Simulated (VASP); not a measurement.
Here is a VASP 6.6.1 calculation.

The input INCAR:

```
ALGO = Normal ; EDIFF = 1E-6
ENCUT = 520 ; GGA = PE
GGA_COMPAT = F ; ISIF = 2
ISMEAR = -1 ; LASPH = T
LCHARG = F ; LREAL = F
LWAVE = F ; NBANDS = 37
NELM = 120 ; PREC = Accurate
SIGMA = 0.05
```

File KPOINTS:

```
k-points
0
Gamma
  1 1 1
```

The input POSCAR:

```
H8CO6
1.0
    5.7082670000      0.0000000000      0.0000000000
    0.0000000000      5.7082670000      0.0000000000
    0.0000000000      0.0000000000      5.7082670000
O H C
6 8 1
Direct
    0.9704171161      0.7525226133      0.6341679533
    0.2035468909      0.3510697730      0.4423759435
    0.1742910764      0.8148532646      0.0810578762
    0.7951800433      0.4169917069      0.0429377252
    0.4647470064     -0.1728020080      0.6088012351
    0.4803033916      0.1663201809      0.8589296892
    1.1362467803      0.7991567318      0.6047369543
    0.9205070471      0.9158296204      0.5465056207
    0.1026931641      0.4705456139      0.5074044364
    0.1802999054      0.3257556102      0.2696089724
    0.1477856589      0.9645659532      0.0008584041
    0.0936186061      0.7127732462     -0.0204440332
    0.8247161529      0.3689210753      0.2135324083
    0.6268802773      0.4349831569      0.0256470134
    0.4510475771     -0.0028029523      0.7394888852
```

Potentials or basis: VASP PAW PBE potentials, release 64 (O, H, C).

Launch:

```sh
$ cat potpaw_PBE.64/O/POTCAR potpaw_PBE.64/H/POTCAR potpaw_PBE.64/C/POTCAR > POTCAR
$ mpirun -np 1 vasp_gam > vasp.out
```

Problem. What does it give for the pressure?

Solution. -2.0 GPa.

Problem. What does it give for the band gap on the k mesh?

Solution. 3.97 eV.

Forces on the atoms (eV/Å):
```
O    0.139  4.014 -2.214
O    0.538 -1.614 -1.380
O    1.109  1.724  0.727
O    1.140 -0.374  2.129
O   -0.757  3.351  2.375
O   -1.145 -1.728 -1.139
H   -0.303 -1.143  0.244
H    0.013 -3.320  1.524
H   -0.607  0.617 -0.460
H   -0.046  0.760  1.686
H   -0.086 -0.276  0.556
H   -1.289 -1.380 -0.900
H   -0.737  0.734 -1.988
H    0.167  0.008  0.228
C    1.863 -1.372 -1.386
```

Caveat: the k points lie up to 1.10 Å⁻¹ apart.
